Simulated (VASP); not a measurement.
Runs of VASP 6.6.1 on Lu. The structure is that of space group Fm-3m (No. 225), or close to it. The cells are those of the table. 

| task | cell | cutoff (eV) | gap on the mesh (eV) | pressure (GPa) |
| --- | --- | --- | --- | --- |
| single point | a = 3.469 Å, angles 60.0°, 1 atom | 520 | none | (a) |
| single point | a = 3.434 Å, angles 60.0°, 1 atom | 520 | none | 0.8 |
| single point | a = 3.452 Å, angles 60.0°, 1 atom | 520 | none | 0.2 |
| relaxation of cell and atoms | relaxed from a = 3.452 Å, angles 60.0°, 1 atom | 600 | none | 0.0 |

Alike in all rows: level r2SCAN; potentials or basis VASP PAW PBE potentials, release 64 (Lu); no spin polarisation; k mesh 8 × 8 × 8; smearing methfessel-paxton 0.1 eV.

Estimate the missing entries.

(a) -0.3.

Caveats: the PAW data sets were made with another functional, which shifts forces and pressure a little; spin-orbit coupling is left out, which moves the levels of the heavy elements.

A k mesh can miss the band edges, and the runs leave out spin-orbit coupling on Lu.

A gap of «none» marks levels without a gap at the run's occupations.
